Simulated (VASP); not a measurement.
# HoO (Pm-3m) in VASP: notebook

Runs on HoO. Level: PBE. Tasks: single point, relaxation of cell and atoms.

Program: VASP 6.6.1. These are calculated values, not measurements. Logs are shortened: lines on timing, memory, paths and dates and some standing lists are left out, and cuts for length are marked.

## Step 1: The cell of the first run

It takes space group Pm-3m (No. 221, cubic). Conventional cell: a = 2.941 Å, b = 2.941 Å, c = 2.941 Å, α = 90.00°, β = 90.00°, γ = 90.00°. Within 3.4 Å of Ho (site symmetry m-3m) lie 8 O at 2.55 Å and 6 Ho at 2.94 Å. O (site symmetry m-3m) has 8 Ho at 2.55 Å and 6 O at 2.94 Å within 3.4 Å.

The cell was built from a structure type or drawn by symmetry, and may not be a known phase.

## Step 2: Single point, PBE

INCAR reads:

```
SYSTEM = HoO
PREC = Accurate
ENCUT = 600
EDIFF = 1E-6
ISMEAR = 0
SIGMA = 0.1
LREAL = .FALSE.
LASPH = .TRUE.
NELM = 200
ALGO = Normal
ISIF = 2
LWAVE = .FALSE.
LCHARG = .FALSE.
GGA = PE
NBANDS = 14
GGA_COMPAT = .FALSE.
LMAXMIX = 6
```

KPOINTS reads:

```
Automatic mesh
0
G
  18 18 18
  0 0 0
```

POSCAR reads:

```
HoO
1.0
    2.9413365675      0.0000000000      0.0000000000
    0.0000000000      2.9413365675      0.0000000000
    0.0000000000      0.0000000000      2.9413365675
Ho O
1 1
Direct
    0.5000000000      0.5000000000      0.5000000000
    0.0000000000      0.0000000000      0.0000000000
```

Potentials or basis: VASP PAW PBE potentials, release 64 (Ho_3, O), 4f in core.

On the command line:

```
$ cat potpaw_PBE.64/Ho_3/POTCAR potpaw_PBE.64/O/POTCAR > POTCAR
$ mpirun -np 1 vasp_std > vasp.out
```

OUTCAR:

```text
SYSTEM = HoO
   PREC = Accurate
   ENCUT = 600
   EDIFF = 1E-6
   ISMEAR = 0
   LREAL = .FALSE.
   LASPH = .TRUE.
   NELM = 200
   ISIF = 2
   GGA = PE

 ion  position               nearest neighbor table
   1  0.500  0.500  0.500-   2 2.55   2 2.55   2 2.55   2 2.55   2 2.55   2 2.55   2 2.55   2 2.55

   2  0.000  0.000  0.000-   1 2.55   1 2.55   1 2.55   1 2.55   1 2.55   1 2.55   1 2.55   1 2.55

  LATTYP: Found a simple cubic cell.
 ALAT       =     2.9413365675

  Lattice vectors:

 A1 = (   2.9413365675,   0.0000000000,   0.0000000000)
 A2 = (   0.0000000000,   2.9413365675,   0.0000000000)
 A3 = (   0.0000000000,   0.0000000000,   2.9413365675)

Analysis of symmetry for initial positions (statically):
=====================================================================
 Subroutine PRICEL returns:
 Original cell was already a primitive cell.

 Routine SETGRP: Setting up the symmetry group for a
 simple cubic supercell.

 Subroutine GETGRP returns: Found 48 space group operations
 (whereof 48 operations were pure point group operations)
 out of a pool of 48 trial point group operations.

The static configuration has the point symmetry O_h .

Analysis of symmetry for dynamics (positions and initial velocities):
=====================================================================
 Subroutine PRICEL returns:
 Original cell was already a primitive cell.

 Routine SETGRP: Setting up the symmetry group for a
 simple cubic supercell.

 Subroutine GETGRP returns: Found 48 space group operations
 (whereof 48 operations were pure point group operations)
 out of a pool of 48 trial point group operations.

The dynamic configuration has the point symmetry O_h .

 Subroutine INISYM returns: Found 48 space group operations
 (whereof 48 operations are pure point group operations),
 and found     1 'primitive' translations

----------------------------------------------------------------------------------------

                                     Primitive cell

  volume of cell :      25.4469

  direct lattice vectors                    reciprocal lattice vectors
     2.941336568  0.000000000  0.000000000     0.339981494  0.000000000  0.000000000
     0.000000000  2.941336568  0.000000000     0.000000000  0.339981494  0.000000000
     0.000000000  0.000000000  2.941336568     0.000000000  0.000000000  0.339981494

  length of vectors
     2.941336568  2.941336568  2.941336568     0.339981494  0.339981494  0.339981494

  position of ions in fractional coordinates (direct lattice)
     0.500000000  0.500000000  0.500000000
     0.000000000  0.000000000  0.000000000

  ion indices of the primitive-cell ions
   primitive index   ion index
[... 82 lines left out ...]
   POTIM  = 0.5000    time-step for ionic-motion
   TEBEG  =    0.0;   TEEND  =   0.0 temperature during run
   PSTRESS=    0.0 pullay stress
   NELECT =      15.0000    total number of electrons
   NUPDOWN=      -1.0000    fix difference up-down
   EMIN   =  10.00;   EMAX   =-10.00  energy-range for DOS
   EFERMI =   0.00;   METHOD = LEGACY
   ISMEAR =     0;   SIGMA  =   0.10  broadening in eV -4-tet -1-fermi 0-gaus
   EFERMI_NEDOS =   21; number of points for ismear=-14 and -15
   IALGO  =     38    algorithm
   IMIX   =      4    mixing-type and parameters
     AMIX     =   0.40;   BMIX     =  1.00
     AMIX_MAG =   1.60;   BMIX_MAG =  1.00
  volume/ion in A,a.u.               =      12.72        85.86
  Fermi-wavevector in a.u.,A,eV,Ry     =   1.372652  2.593937 25.635747  1.884174
  Thomas-Fermi vector in A             =   2.498240
   LORBIT       =      0    0 simple, 1 ext, 2 COOP (PROOUT), +10 PAW based schemes
   GGA     = PE    functional components
   LHFCALC =     F    Hartree Fock is set to
   AEXX    =    0.0000 exact exchange contribution
   IVDW    =     0    specifies the selected vdW correction
   LEPSILON=     F    determine dielectric tensor
   LRPA    =     F    only Hartree local field effects (RPA)
 non-spin polarized calculation
 Gauss-broadening in eV      SIGMA  =   0.10
  energy-cutoff  :      600.00
  volume of cell :       25.45
 maximum number of plane-waves:       876
 NGX is ok and might be reduce to    24
   NGX = 11   NGY = 11   NGZ = 11

 number of electron      14.9999992 magnetization

 Free energy of the ion-electron system (eV)
  ---------------------------------------------------
  ext. energy  EPLUGINS =         0.00000000
  ---------------------------------------------------
  free energy    TOTEN  =       -13.76144648 eV

  energy without entropy =      -13.75576563  energy(sigma->0) =      -13.75860606

 E-fermi :   7.0295     XC(G=0): -12.2235

 val. band max:        7.0280593482   @ k =   0.3333   0.3333   0.0556
 cond. band min:       7.0298506416   @ k =   0.5000   0.4444   0.1111
 fundamental gap:      0.0017912934
 Fermi energy:         7.0294603051

 k-point     1 :       0.0000    0.0000    0.0000
  band No.  band energies     occupation
      1     -16.9386      2.00000
      2     -16.9386      2.00000
      3     -16.9386      2.00000
      4     -13.4944      2.00000
      5       2.7322      2.00000
      6       2.7322      2.00000
      7       2.7322      2.00000
      8       4.8647      2.00000
      9       4.8647      2.00000
     10       7.3811      0.00000
     11      13.8474      0.00000
     12      13.8474      0.00000
     13      13.8474      0.00000
     14      24.3880      0.00000
[... 377 lines left out ...]
      1     -18.5664      2.00000
      2     -17.0285      2.00000
      3     -16.7720      2.00000
      4     -12.3379      2.00000
      5      -0.2050      2.00000
      6       1.9818      2.00000
      7       2.2063      2.00000
      8       6.1272      2.00000
      9       9.3948      0.00000
     10      10.9297      0.00000
     11      12.5122      0.00000
     12      13.2237      0.00000
     13      13.9213      0.00000
     14      18.4961      0.00000

 [... further k-points ...]
[... 5 lines left out ...]
  --------------------------------------------------------------------------------------
  -------------------------------------------------------------------------------------
  Total        0.0879206      0.0879206      0.0879206      0.0000000      0.0000000      0.0000000
  in kB        5.5356309      5.5356309      5.5356309      0.0000000      0.0000000      0.0000000
  external PRESSURE =       5.5356309 kB  Pullay stress =       0.0000000 kB

 VOLUME and BASIS-vectors are now :
 -----------------------------------------------------------------------------
  energy-cutoff  :      600.00
  volume of cell :       25.45
      direct lattice vectors                 reciprocal lattice vectors
     2.941336568  0.000000000  0.000000000     0.339981494  0.000000000  0.000000000
     0.000000000  2.941336568  0.000000000     0.000000000  0.339981494  0.000000000
     0.000000000  0.000000000  2.941336568     0.000000000  0.000000000  0.339981494

 POSITION                                       TOTAL-FORCE (eV/Angst)
 -----------------------------------------------------------------------------------
      1.47067      1.47067      1.47067         0.000000      0.000000      0.000000
      0.00000      0.00000      0.00000         0.000000      0.000000      0.000000
 -----------------------------------------------------------------------------------
    total drift:                                0.000000      0.000000     -0.000000

  FREE ENERGIE OF THE ION-ELECTRON SYSTEM (eV)
  ---------------------------------------------------
  free  energy   TOTEN  =       -13.7614464836 eV

  energy  without entropy=      -13.7557656326  energy(sigma->0) =      -13.75860606
```

stdout:

```text
POSCAR found type information on POSCAR HoO
 POSCAR found :  2 types and       2 ions
 scaLAPACK will be used
 LDA part: xc-table for (Slater+PW92), standard interpolation
 POSCAR, INCAR and KPOINTS ok, starting setup
 FFT: planning ... GRIDC
 FFT: planning ... GRID_SOFT
 FFT: planning ... GRID
 WAVECAR not read
 entering main loop
```

Wall time 32 s (1 thread of Intel Xeon Platinum 8488C (Sapphire Rapids), shared host); peak memory 0.22 GiB.

Results:

```
Free energy            : -13.7614 eV
Pressure               : 0.6 GPa
Band gap on the k mesh : zero (an odd number of electrons rules out a gap without spin polarisation)
```

Caveat: spin-orbit coupling is left out, which moves the levels of the heavy elements; the 4f electrons are frozen in the core, so they carry no moment and show no levels; an odd number of electrons without spin polarisation forces a metal; a magnetic or distorted state may lie lower; the run has no spin polarisation, though such a crystal can be magnetic.

## Step 3: Single point, PBE

INCAR reads:

```
ALGO = Normal
EDIFF = 1E-6
ENCUT = 600
GGA = PE
GGA_COMPAT = False
ISIF = 2
ISMEAR = 0
LASPH = True
LCHARG = False
LMAXMIX = 6
LREAL = False
LWAVE = False
NBANDS = 14
NELM = 200
PREC = Accurate
SIGMA = 0.1
```

KPOINTS reads:

```
Automatic mesh
0
Gamma
  18 18 18
  0.5 0.5 0.5
```

POSCAR is that of step 2.

Potentials or basis: VASP PAW PBE potentials, release 64 (Ho_3, O), 4f in core.

On the command line:

```
$ cat potpaw_PBE.64/Ho_3/POTCAR potpaw_PBE.64/O/POTCAR > POTCAR
$ mpirun -np 1 vasp_std > vasp.out
```

Run time: 24 s. Hardware: 1 thread of Intel Xeon Platinum 8488C (Sapphire Rapids), shared host; peak memory 0.2 GiB.

Results (log left out):

```
Free energy            : -13.7604 eV
Pressure               : 0.6 GPa
Band gap on the k mesh : zero (an odd number of electrons rules out a gap without spin polarisation)
```

Levels at points of the mesh, in eV from the Fermi level:
| k point | band 4 | band 5 | band 6 | band 7 | band 8 | band 9 | band 10 | band 11 |
| --- | --- | --- | --- | --- | --- | --- | --- | --- |
| (0.03, 0.03, 0.03) | -20.48 | -4.41 | -4.35 | -4.35 | -2.08 | -2.08 | 0.48 | 6.76 |

Caveat: spin-orbit coupling is left out, which moves the levels of the heavy elements; the 4f electrons are frozen in the core, so they carry no moment and show no levels; an odd number of electrons without spin polarisation forces a metal; a magnetic or distorted state may lie lower; the run has no spin polarisation, though such a crystal can be magnetic. With open d or f shells a metallic result of PBE can be an artefact of self-interaction; +U or a hybrid may open a gap.

## Step 4: Relaxation of cell and atoms, PBE

This run uses another cell than the first one, of 12.76 Å³/atom.

INCAR reads:

```
PREC     = Accurate       # precision mode
ENCUT    = 600            # plane-wave cutoff, eV
EDIFF    = 1E-7           # SCF threshold, eV
ISMEAR   = 0              # smearing method
SIGMA    = 0.1            # smearing width, eV
LREAL    = False          # projectors in reciprocal space
LASPH    = True           # aspherical terms in the spheres
NELM     = 200            # most SCF steps
ALGO     = Normal         # electronic algorithm
ISIF     = 3              # what is computed and relaxed
LWAVE    = False          # write WAVECAR
LCHARG   = False          # write CHGCAR
GGA      = PE             # functional
IBRION   = 2              # ionic algorithm
NSW      = 100            # ionic steps
EDIFFG   = -0.01          # ionic threshold
GGA_COMPAT= False        
NELMIN   = 4            
LMAXMIX  = 6              # l up to which the mixer works
```

KPOINTS reads:

```
Automatic mesh
0
Gamma
  18 18 18
```

POSCAR reads:

```
HoO
1.0
    2.9438553437      0.0000000000      0.0000000000
    0.0000000000      2.9438553437      0.0000000000
    0.0000000000      0.0000000000      2.9438553437
Ho O
1 1
Direct
    0.5000000000      0.5000000000      0.5000000000
    0.0000000000      0.0000000000      0.0000000000
```

Potentials or basis: VASP PAW PBE potentials, release 64 (Ho_3, O), 4f in core.

On the command line:

```
$ cat potpaw_PBE.64/Ho_3/POTCAR potpaw_PBE.64/O/POTCAR > POTCAR
$ mpirun -np 1 vasp_std > vasp.out
```

OUTCAR:

```text
PREC = Accurate
   ENCUT = 600
   EDIFF = 1E-7
   ISMEAR = 0
   LREAL = False
   LASPH = True
   NELM = 200
   ISIF = 3
   GGA = PE
   IBRION = 2
   NSW = 100
   EDIFFG = -0.01
   NELMIN = 4

 ion  position               nearest neighbor table
   1  0.500  0.500  0.500-   2 2.55   2 2.55   2 2.55   2 2.55   2 2.55   2 2.55   2 2.55   2 2.55

   2  0.000  0.000  0.000-   1 2.55   1 2.55   1 2.55   1 2.55   1 2.55   1 2.55   1 2.55   1 2.55

  LATTYP: Found a simple cubic cell.
 ALAT       =     2.9438553437

  Lattice vectors:

[... 517 lines left out ...]
      7       2.1941      2.00000
      8       6.1098      2.00000
      9       9.3645      0.00000
     10      10.8888      0.00000
     11      12.4778      0.00000

 [... further k-points ...]
[... 5 lines left out ...]
  --------------------------------------------------------------------------------------
  -------------------------------------------------------------------------------------
  Total        0.0158312      0.0158312      0.0158312      0.0000000      0.0000000     -0.0000000
  in kB        0.9942016      0.9942016      0.9942016      0.0000000      0.0000000     -0.0000000
  external PRESSURE =       0.9942016 kB  Pullay stress =       0.0000000 kB

 VOLUME and BASIS-vectors are now :
 -----------------------------------------------------------------------------
  energy-cutoff  :      600.00
  volume of cell :       25.51
      direct lattice vectors                 reciprocal lattice vectors
     2.943855344  0.000000000  0.000000000     0.339690604  0.000000000  0.000000000
     0.000000000  2.943855344  0.000000000     0.000000000  0.339690604  0.000000000
     0.000000000  0.000000000  2.943855344     0.000000000  0.000000000  0.339690604

 POSITION                                       TOTAL-FORCE (eV/Angst)
 -----------------------------------------------------------------------------------
      1.47193      1.47193      1.47193         0.000000      0.000000      0.000000
      0.00000      0.00000      0.00000         0.000000      0.000000      0.000000
 -----------------------------------------------------------------------------------
    total drift:                                0.000000      0.000000     -0.000000

  FREE ENERGIE OF THE ION-ELECTRON SYSTEM (eV)
  ---------------------------------------------------
  free  energy   TOTEN  =       -13.7616828087 eV

  energy  without entropy=      -13.7559923742  energy(sigma->0) =      -13.75883759

 reached required accuracy - stopping structural energy minimisation
```

CONTCAR:

```text
HoO
   1.00000000000000
     2.9438553437000001    0.0000000000000000    0.0000000000000000
     0.0000000000000000    2.9438553437000001    0.0000000000000000
     0.0000000000000000    0.0000000000000000    2.9438553437000001
  Ho              O
     1     1
Direct
     0.5000000000000000    0.5000000000000000    0.5000000000000000
     0.0000000000000000    0.0000000000000000    0.0000000000000000

  0.00000000E+00  0.00000000E+00  0.00000000E+00
  0.00000000E+00  0.00000000E+00  0.00000000E+00
```

Run time: 27 s. Hardware: 1 thread of Intel Xeon Platinum 8488C (Sapphire Rapids), shared host; peak memory 0.21 GiB.

Results:

- Free energy: -13.7617 eV
- Pressure after relaxing: 0.1 GPa
- Band gap on the k mesh: zero (an odd number of electrons rules out a gap without spin polarisation)

Final structure:
```xyz
2
Lattice="2.9439 0.0000 0.0000 0.0000 2.9439 0.0000 0.0000 0.0000 2.9439" Properties=species:S:1:pos:R:3 pbc="T T T"
Ho    1.4719    1.4719    1.4719
O     0.0000    0.0000    0.0000
```

Levels at points of the mesh, in eV from the Fermi level:
| k point | band 5 | band 6 | band 7 | band 8 | band 9 | band 10 |
| --- | --- | --- | --- | --- | --- | --- |
| (0.00, 0.00, 0.00) | -4.29 | -4.29 | -4.29 | -2.16 | -2.16 | 0.33 |
| (0.50, 0.00, 0.00) | -8.11 | -5.07 | -5.07 | -0.93 | 3.42 | 5.64 |
| (0.50, 0.50, 0.00) | -5.75 | -5.75 | -4.17 | -0.78 | 0.49 | 3.38 |
| (0.50, 0.50, 0.50) | -7.85 | -7.85 | -7.85 | 4.78 | 4.78 | 4.78 |

Caveat: the relaxation stopped at its first step, so nothing moved; spin-orbit coupling is left out, which moves the levels of the heavy elements; the 4f electrons are frozen in the core, so they carry no moment and show no levels; an odd number of electrons without spin polarisation forces a metal; a magnetic or distorted state may lie lower; the run has no spin polarisation, though such a crystal can be magnetic. With open d or f shells a metallic result of PBE can be an artefact of self-interaction; +U or a hybrid may open a gap.

## Step 5: Summary

```tsv
task	cell	k mesh	gap on the mesh (eV)	pressure (GPa)
single point	a = 2.941 Å, 2 atoms	18 × 18 × 18	none	0.6
single point	a = 2.941 Å, 2 atoms	18 × 18 × 18, shifted	none	0.6
relaxation of cell and atoms	relaxed from a = 2.944 Å, 2 atoms	18 × 18 × 18	none	0.1
```

Alike in all rows: level PBE; potentials or basis VASP PAW PBE potentials, release 64 (Ho_3, O), 4f in core; no spin polarisation; cutoff (eV) 600; smearing gaussian 0.1 eV.

Caveats: spin-orbit coupling is left out, which moves the levels of the heavy elements; the 4f electrons are frozen in the core, so they carry no moment and show no levels; an odd number of electrons without spin polarisation forces a metal; a magnetic or distorted state may lie lower; the run has no spin polarisation, though such a crystal can be magnetic; the relaxation stopped at its first step, so nothing moved (at least some runs).

Absolute energies hang on the potentials; compare differences alone.
